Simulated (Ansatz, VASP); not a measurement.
## Two plane-wave programs on GaP4

INCAR

```
PREC = Accurate ; ENCUT = 600
EDIFF = 1E-7 ; ISMEAR = 0
SIGMA = 0.1 ; LREAL = False
LASPH = True ; NELM = 80
ALGO = Normal ; ISIF = 3
LWAVE = False ; LCHARG = False
GGA = PE ; IBRION = 2
NSW = 100 ; EDIFFG = -0.01
```

File KPOINTS:

```
regular mesh
0
Gamma
  6 6 16
```

File POSCAR:

```
GaP4
1.0
    5.8702636604      0.0000000000      0.0000000000
    0.0000000000      5.8702636604      0.0000000000
    0.0000000000      0.0000000000      2.4217931251
Ga P
1 4
Direct
    0.0000000000      0.0000000000      0.0000000000
    0.7954363727      0.5000000000      0.0000000000
    0.2045636273      0.5000000000      0.0000000000
    0.5000000000      0.7954363727      0.0000000000
    0.5000000000      0.2045636273      0.0000000000
```

Input for Ansatz:

```yaml
crystal:
  lattice:
    - [5.8702636604, 0.0, 0.0]
    - [0.0, 5.8702636604, 0.0]
    - [0.0, 0.0, 2.4217931251]
  atoms:
    - { symbol: Ga, position: [0.0, 0.0, 0.0] }
    - { symbol: P, position: [0.7954363727, 0.5, 0.0] }
    - { symbol: P, position: [0.2045636273, 0.5, 0.0] }
    - { symbol: P, position: [0.5, 0.7954363727, 0.0] }
    - { symbol: P, position: [0.5, 0.2045636273, 0.0] }
basis:
  ecutwfc: 420
kpoints:
  mp_grid: { grid: [6, 6, 16] }
hamiltonian:
  xc: pbe
scf:
  occupations: { method: gaussian, width: 0.1 }
output:
  forces: true
  stress: true
  eigenvalues: true
  write_density: true
  write_potential: true
  elf: true
  volumetric_format: npy
relax:
  adjacent_minimum: "off"
  f_tol: 0.01
  max_steps: 80
  cell: { stress_tol: 0.05 }
```

Alike in both runs: task relaxation of cell and atoms; functional PBE; k mesh 6 × 6 × 16; occupations gaussian, width 0.1 eV; no spin polarisation.

|  | VASP | Ansatz |
| --- | --- | --- |
| version | VASP 6.6.1 | Ansatz 0.2.0 |
| potentials or method | VASP PAW PBE potentials, release 64 (Ga_d, P), cutoff 600 eV | scalar-relativistic, plane waves, PAW |
| valence electrons in the cell | 33 | 33 |

|  | VASP | Ansatz | Ansatz less VASP |
| --- | --- | --- | --- |
| gap on the k mesh at the Fermi level, each at its own relaxed structure (eV) | none | none | - |
| relaxed volume (Å³/atom) | 16.49 | 16.51 | +0.022 |
| relaxed cell length with the largest relative difference (Å) | 2.474 | 2.476 | +0.0015 |

A gap of «none» marks a metal or a gap that the smearing closes.
